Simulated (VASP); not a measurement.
# Al in VASP: notebook, part 2 of 2

VASP 6.6.1.

## (5) Single point, PBEsol (atom 1 (Al) moved by (+0.000, +0.225) A along x and y)

INCAR reads:

```
SYSTEM = Al
ALGO = Fast
EDIFF = 1E-6
ENCUT = 520
GGA = PS
ISIF = 2
ISMEAR = 0
LASPH = .TRUE.
LCHARG = .FALSE.
LREAL = .FALSE.
LWAVE = .FALSE.
NBANDS = 10
NELM = 80
PREC = Accurate
SIGMA = 0.15
```

KPOINTS reads:

```
k-points
0
G
  18 18 10
  0 0 0
```

POSCAR reads:

```
Al
1.0
    2.8124553515      0.0000000000      0.0000000000
   -1.4062276757      2.4356577814      0.0000000000
    0.0000000000      0.0000000000      4.8668500000
Al
2
Direct
    0.7128554214      0.4257108429      0.7500000000
    0.3333333333      0.6666666667      0.2500000000
```

Potentials or basis: VASP PAW PBE potentials, release 64 (Al).

Command:

```
cat potpaw_PBE.64/Al/POTCAR > POTCAR
mpirun -np 1 vasp_std > vasp.out
```

OUTCAR:

```text
SYSTEM = Al
   EDIFF = 1E-6
   ENCUT = 520
   GGA = PS
   ISIF = 2
   ISMEAR = 0
   LASPH = .TRUE.
   LREAL = .FALSE.
   NELM = 80
   PREC = Accurate

 ion  position               nearest neighbor table
   1  0.713  0.426  0.750-   2 2.87   2 2.87   2 2.87   2 2.87   2 3.06   2 3.06
   2  0.333  0.667  0.250-   1 2.87   1 2.87   1 2.87   1 2.87   1 3.06   1 3.06

  LATTYP: Found a hexagonal cell.
 ALAT       =     2.8124553515
 C/A-ratio  =     1.7304630267

  Lattice vectors:

 A1 = (   2.8124553515,   0.0000000000,   0.0000000000)
 A2 = (  -1.4062276757,   2.4356577814,   0.0000000000)
 A3 = (   0.0000000000,   0.0000000000,   4.8668500000)

Analysis of symmetry for initial positions (statically):
=====================================================================
 Subroutine PRICEL returns:
 Original cell was already a primitive cell.

 Routine SETGRP: Setting up the symmetry group for a
 hexagonal supercell.

 Subroutine GETGRP returns: Found  8 space group operations
 (whereof  2 operations were pure point group operations)
 out of a pool of 24 trial point group operations.

The static configuration has the point symmetry C_1h.
 The point group associated with its full space group is D_2h.

Analysis of symmetry for dynamics (positions and initial velocities):
=====================================================================
 Subroutine PRICEL returns:
 Original cell was already a primitive cell.

 Routine SETGRP: Setting up the symmetry group for a
 hexagonal supercell.

 Subroutine GETGRP returns: Found  8 space group operations
 (whereof  2 operations were pure point group operations)
 out of a pool of 24 trial point group operations.

The dynamic configuration has the point symmetry C_1h.
 The point group associated with its full space group is D_2h.

 Subroutine INISYM returns: Found  8 space group operations
 (whereof  2 operations are pure point group operations),
 and found     1 'primitive' translations

----------------------------------------------------------------------------------------

                                     Primitive cell

  volume of cell :      33.3388

  direct lattice vectors                    reciprocal lattice vectors
     2.812455352  0.000000000  0.000000000     0.355561200  0.205283355  0.000000000
    -1.406227676  2.435657781  0.000000000     0.000000000  0.410566709  0.000000000
     0.000000000  0.000000000  4.866850000     0.000000000  0.000000000  0.205471712

  length of vectors
     2.812455352  2.812455351  4.866850000     0.410566709  0.410566709  0.205471712

  position of ions in fractional coordinates (direct lattice)
     0.712855421  0.425710843  0.750000000
     0.333333333  0.666666667  0.250000000

  ion indices of the primitive-cell ions
   primitive index   ion index
                 1           1
                 2           2

----------------------------------------------------------------------------------------

 KPOINTS: k-points

Automatic generation of k-mesh.
 Grid dimensions read from file:
 generate k-points for:   18   18   10

 Generating k-lattice:

  Cartesian coordinates                     Fractional coordinates (reciprocal lattice)
     0.019753400  0.011404631  0.000000000     0.055555556  0.000000000  0.000000000
     0.000000000  0.022809262  0.000000000     0.000000000  0.055555556  0.000000000
     0.000000000  0.000000000  0.020547171     0.000000000  0.000000000  0.100000000

  Length of vectors
     0.022809262  0.022809262  0.020547171

  Shift w.r.t. Gamma in fractional coordinates (k-lattice)
     0.000000000  0.000000000  0.000000000

 Subroutine IBZKPT returns following result:
 ===========================================

 Found    546 irreducible k-points:

 Following reciprocal coordinates:
            Coordinates               Weight
  0.000000  0.000000  0.000000      1.000000
  0.055556  0.000000  0.000000      4.000000
  0.000000  0.055556  0.000000      2.000000
  0.111111  0.000000  0.000000      4.000000
  0.000000  0.111111  0.000000      2.000000
  0.166667  0.000000  0.000000      4.000000
[... 16 lines left out ...]
 -0.055556  0.166667  0.000000      4.000000
 -0.166667  0.111111  0.000000      4.000000
 [... further k-points ...]
   k-points           NKPTS =    546   k-points in BZ     NKDIM =    546   number of bands    NBANDS=     10
   number of dos      NEDOS =    301   number of ions     NIONS =      2
   total plane-waves  NPLWV =  20736
   dimension x,y,z NGX =    24 NGY =   24 NGZ =   36
   dimension x,y,z NGXF=    48 NGYF=   48 NGZF=   72
   ions per type =               2
   NGX,Y,Z   is equivalent  to a cutoff of  14.19, 14.19, 12.30 a.u.
   NGXF,Y,Z  is equivalent  to a cutoff of  28.37, 28.37, 24.59 a.u.
 SYSTEM =  Al
   PREC   = accura    normal or accurate (medium, high low for compatibility)
   ISTART =      0    job   : 0-new  1-cont  2-samecut
   ICHARG =      2    charge: 1-file 2-atom 10-const
   ISPIN  =      1    spin polarized calculation?
   LNONCOLLINEAR =      F non collinear calculations
   LSORBIT =      F    spin-orbit coupling
   LASPH  =      T    aspherical Exc in radial PAW
   ENCUT  =  520.0 eV  38.22 Ry    6.18 a.u.   5.23  5.23  9.05*2*pi/ulx,y,z
   NELM   =     80;   NELMIN=  2; NELMDL= -5     # of ELM steps
   EDIFF  = 0.1E-05   stopping-criterion for ELM
   LREAL  =      F    real-space projection
   EDIFFG = 0.1E-04   stopping-criterion for IOM
   NSW    =      0    number of steps for IOM
   IBRION =     -1    ionic relax: 0-MD 1-quasi-New 2-CG
   NFREE  =      0    steps in history (QN), initial steepest desc. (CG)
   ISIF   =      2    stress and relaxation
   ISYM   =      2    0-nonsym 1-usesym 2-fastsym
   POTIM  = 0.5000    time-step for ionic-motion
   TEBEG  =    0.0;   TEEND  =   0.0 temperature during run
   PSTRESS=    0.0 pullay stress
   NELECT =       6.0000    total number of electrons
   NUPDOWN=      -1.0000    fix difference up-down
   EMIN   =  10.00;   EMAX   =-10.00  energy-range for DOS
   EFERMI =   0.00;   METHOD = LEGACY
   ISMEAR =     0;   SIGMA  =   0.15  broadening in eV -4-tet -1-fermi 0-gaus
   EFERMI_NEDOS =   21; number of points for ismear=-14 and -15
   IALGO  =     68    algorithm
   IMIX   =      4    mixing-type and parameters
     AMIX     =   0.40;   BMIX     =  1.00
     AMIX_MAG =   1.60;   BMIX_MAG =  1.00
  volume/ion in A,a.u.               =      16.67       112.49
  Fermi-wavevector in a.u.,A,eV,Ry     =   0.924291  1.746656 11.623640  0.854313
  Thomas-Fermi vector in A             =   2.050021
   LORBIT       =      0    0 simple, 1 ext, 2 COOP (PROOUT), +10 PAW based schemes
   GGA     = PS    functional components
   LHFCALC =     F    Hartree Fock is set to
   AEXX    =    0.0000 exact exchange contribution
   IVDW    =     0    specifies the selected vdW correction
   LEPSILON=     F    determine dielectric tensor
   LRPA    =     F    only Hartree local field effects (RPA)
 non-spin polarized calculation
 RMM-DIIS sequential band-by-band and
 Gauss-broadening in eV      SIGMA  =   0.15
  energy-cutoff  :      520.00
  volume of cell :       33.34
 maximum number of plane-waves:       920
 NGX is ok and might be reduce to    24
   NGX = 11   NGY = 11   NGZ = 19

 number of electron       6.0000000 magnetization

 Free energy of the ion-electron system (eV)
  ---------------------------------------------------
  ext. energy  EPLUGINS =         0.00000000
  ---------------------------------------------------
  free energy    TOTEN  =        -8.09529824 eV

  energy without entropy =       -8.08640434  energy(sigma->0) =       -8.09085129

 E-fermi :   7.8154     XC(G=0): -10.2185

 val. band max:        7.8114221192   @ k =   0.3889  -0.0000   0.1000
 cond. band min:       7.8155098695   @ k =   0.1111   0.1111   0.3000
 fundamental gap:      0.0040877504
 Fermi energy:         7.8154321687

 k-point     1 :       0.0000    0.0000    0.0000
  band No.  band energies     occupation
      1      -3.2218      2.00000
      2       2.7823      2.00000
      3       3.0060      2.00000
      4      18.6605      0.00000
      5      19.2068      0.00000
      6      19.5034      0.00000
      7      19.5116      0.00000
      8      19.7022      0.00000
      9      20.2094      0.00000
     10      22.0696      0.00000
[... 287 lines left out ...]
 k-point    24 :      -0.1667    0.1111    0.0000
  band No.  band energies     occupation
      1      -2.6838      2.00000
      2       3.3075      2.00000
      3       3.5093      2.00000
      4      14.4391      0.00000
      5      15.6308      0.00000
      6      18.8002      0.00000
      7      19.2875      0.00000
      8      19.6294      0.00000
      9      20.2106      0.00000
     10      21.1767      0.00000

 [... further k-points ...]
[... 5 lines left out ...]
  --------------------------------------------------------------------------------------
  -------------------------------------------------------------------------------------
  Total       -0.1216981     -0.0999445     -0.4310239     -0.0000000      0.0000000      0.0000000
  in kB       -5.8485006     -4.8030769    -20.7139091     -0.0000000      0.0000000      0.0000000
  external PRESSURE =     -10.4551622 kB  Pullay stress =       0.0000000 kB

 VOLUME and BASIS-vectors are now :
 -----------------------------------------------------------------------------
  energy-cutoff  :      520.00
  volume of cell :       33.34
      direct lattice vectors                 reciprocal lattice vectors
     2.812455352  0.000000000  0.000000000     0.355561200  0.205283355  0.000000000
    -1.406227676  2.435657781  0.000000000     0.000000000  0.410566709  0.000000000
     0.000000000  0.000000000  4.866850000     0.000000000  0.000000000  0.205471712

 POSITION                                       TOTAL-FORCE (eV/Angst)
 -----------------------------------------------------------------------------------
      1.40623      1.03689      3.65014        -0.000000     -0.122644      0.000000
     -0.00000      1.62377      1.21671         0.000000      0.122644      0.000000
 -----------------------------------------------------------------------------------
    total drift:                                0.000000      0.000000      0.000000

  FREE ENERGIE OF THE ION-ELECTRON SYSTEM (eV)
  ---------------------------------------------------
  free  energy   TOTEN  =        -8.0952982403 eV

  energy  without entropy=       -8.0864043448  energy(sigma->0) =       -8.09085129
```

OSZICAR:

```text
N       E                     dE             d eps       ncg     rms          rms(c)
DAV:   1    -0.670885529388E+00   -0.67089E+00   -0.23503E+03 10920   0.475E+02
DAV:   2    -0.798794500238E+01   -0.73171E+01   -0.70391E+01 14370   0.542E+01
DAV:   3    -0.815267911972E+01   -0.16473E+00   -0.16298E+00 14408   0.652E+00
DAV:   4    -0.815336016246E+01   -0.68104E-03   -0.68096E-03 12790   0.475E-01
DAV:   5    -0.815336565852E+01   -0.54961E-05   -0.54960E-05 13278   0.442E-02    0.193E+00
RMM:   6    -0.811846674057E+01    0.34899E-01   -0.36544E-03 11035   0.314E-01    0.111E+00
RMM:   7    -0.809536539909E+01    0.23101E-01   -0.97793E-03 11386   0.506E-01    0.158E-01
RMM:   8    -0.809529367719E+01    0.71722E-04   -0.45466E-04 12065   0.136E-01    0.242E-02
RMM:   9    -0.809530090839E+01   -0.72312E-05   -0.73438E-05 12694   0.609E-02    0.251E-02
RMM:  10    -0.809530265552E+01   -0.17471E-05   -0.97433E-06 12780   0.212E-02    0.705E-02
RMM:  11    -0.809529906586E+01    0.35897E-05   -0.20337E-06 11988   0.827E-03    0.357E-02
RMM:  12    -0.809529824034E+01    0.82552E-06   -0.47799E-07  8758   0.490E-03
   1 F= -.80952982E+01 E0= -.80908513E+01  d E =-.889390E-02
```

It took 2.1 min on 1 thread of Intel Xeon Platinum 8259CL at 2.50GHz (Skylake/Cascade Lake), shared host; peak memory 0.26 GiB.

Results:

- Free energy: -8.0953 eV
- Pressure: -1.0 GPa
- Largest force: 0.123 eV/Å
- Band gap on the k mesh: zero (bands 3 and 4 overlap by 6.90 eV)

Forces in eV/Å, atoms in the order of the input:
```
Al   0.000 -0.123  0.000
Al   0.000  0.123  0.000
```

Levels at points of the mesh, in eV from the Fermi level:
```csv
k point,band 1,band 2,band 3,band 4,band 5,band 6,band 7
"(0.00, 0.00, 0.00)",-11.04,-5.03,-4.81,10.85,11.39,11.69,11.70
"(0.50, 0.00, 0.00)",-4.98,-4.92,0.74,0.75,1.28,1.32,6.30
"(0.00, 0.50, 0.00)",-5.02,-4.87,0.43,0.43,1.51,1.73,6.25
"(0.00, 0.00, 0.50)",-9.49,-9.49,2.40,2.40,12.48,12.48,12.51
"(0.50, 0.00, 0.50)",-3.80,-3.80,-3.03,-3.03,7.32,7.32,7.47
"(0.00, 0.50, 0.50)",-3.72,-3.72,-3.15,-3.15,7.51,7.51,7.57
```

Caveat: the cell differs from its parent crystal (atom 1 (Al) moved by (+0.000, +0.225) A along x and y); the PAW data sets were made with another functional, which shifts forces and pressure a little.

## (6) Single point, PBEsol (atom 1 (Al) moved by (-0.450, -0.225) A along x and y)

INCAR reads:

```
SYSTEM = Al
ALGO     = Fast           ! electronic algorithm
EDIFF    = 1E-6           ! SCF threshold, eV
ENCUT    = 520            ! plane-wave cutoff, eV
GGA      = PS             ! functional
ISIF     = 2              ! what is computed and relaxed
ISMEAR   = 0              ! smearing method
LASPH    = .True.         ! aspherical terms in the spheres
LCHARG   = .False.        ! write CHGCAR
LREAL    = .False.        ! projectors in reciprocal space
LWAVE    = .False.        ! write WAVECAR
NBANDS   = 10             ! bands
NELM     = 100            ! most SCF steps
PREC     = Accurate       ! precision mode
SIGMA    = 0.15           ! smearing width, eV
```

KPOINTS reads:

```
k-points
0
Gamma
  18 18 10
  0 0 0
```

Edit POSCAR of step 5 so:

```diff
@@ -8,3 +8,3 @@
 Direct
-    0.7128554214      0.4257108429      0.7500000000
+    0.4604753718      0.2409558238      0.7500000000
     0.3333333333      0.6666666667      0.2500000000
```

Potentials or basis: VASP PAW PBE potentials, release 64 (Al).

Command:

```
cat potpaw_PBE.64/Al/POTCAR > POTCAR
mpirun -np 1 vasp_std > vasp.out
```

It took 4.4 min on 1 thread of Intel Xeon Platinum 8259CL at 2.50GHz (Skylake/Cascade Lake), shared host; peak memory 0.36 GiB.

Results (log left out):

```
Free energy            : -8.0563 eV
Pressure               : -0.4 GPa
Largest force          : 0.137 eV/Å
Band gap on the k mesh : zero (bands 3 and 4 overlap by 7.00 eV)
```

Forces in eV/Å, atoms in the order of the input:
```
Al   0.134  0.026  0.000
Al  -0.134 -0.026  0.000
```

Stress tensor (GPa, compression positive):
```
-0.30  0.07  0.00
 0.07 -0.41  0.00
 0.00  0.00 -0.45
```

Levels at points of the mesh, in eV from the Fermi level:
| k point | band 1 | band 2 | band 3 | band 4 | band 5 | band 6 | band 7 | band 8 |
| --- | --- | --- | --- | --- | --- | --- | --- | --- |
| (0.00, 0.00, 0.00) | -11.02 | -5.02 | -4.80 | 10.51 | 11.37 | 11.74 | 11.94 | 12.43 |
| (0.50, 0.00, 0.00) | -5.02 | -4.82 | 0.26 | 0.27 | 1.64 | 1.98 | 6.25 | 8.21 |
| (0.00, 0.50, 0.00) | -4.96 | -4.92 | 0.84 | 0.87 | 1.20 | 1.21 | 6.47 | 7.20 |
| (0.50, 0.50, 0.00) | -4.95 | -4.93 | 0.91 | 0.93 | 1.13 | 1.16 | 6.46 | 7.21 |
| (0.00, 0.00, 0.50) | -9.47 | -9.47 | 2.40 | 2.40 | 12.50 | 12.50 | 12.63 | 12.63 |
| (0.50, 0.00, 0.50) | -3.61 | -3.61 | -3.26 | -3.26 | 7.48 | 7.48 | 7.59 | 7.59 |
| (0.00, 0.50, 0.50) | -3.81 | -3.81 | -2.99 | -2.99 | 7.20 | 7.20 | 7.31 | 7.31 |
| (0.50, 0.50, 0.50) | -3.81 | -3.81 | -2.98 | -2.98 | 7.19 | 7.19 | 7.31 | 7.31 |

Caveat: the cell differs from its parent crystal (atom 1 (Al) moved by (-0.450, -0.225) A along x and y); the PAW data sets were made with another functional, which shifts forces and pressure a little.

## (7) Overview

| cell | further INCAR settings | gap on the mesh (eV) | pressure (GPa) | largest force (eV/Å) |
| --- | --- | --- | --- | --- |
| as given, atomic positions A | ALGO = Fast; EDIFF = 1e-06; NBANDS = 10 | none | 0.4 | 0.47 |
| as given, atomic positions B | ALGO = Fast; EDIFF = 1e-06; NBANDS = 10 | none | -0.5 | 0.14 |
| as given, atomic positions C | ALGO = Fast; EDIFF = 1e-07; NBANDS = 10 | none | -0.9 | 0.21 |
| as given, atomic positions D | ALGO = Fast; EDIFF = 1e-06; NBANDS = 10 | none | -1.0 | 0.12 |
| as given, atomic positions E | ALGO = Fast; EDIFF = 1e-06; NBANDS = 10 | none | -0.4 | 0.14 |

Alike in all rows: task single point; level PBEsol; potentials or basis VASP PAW PBE potentials, release 64 (Al); no spin polarisation; k mesh 18 × 18 × 10; cutoff (eV) 520; smearing gaussian 0.15 eV.

Caveats: the PAW data sets were made with another functional, which shifts forces and pressure a little.

Absolute energies hang on the potentials; compare differences alone.
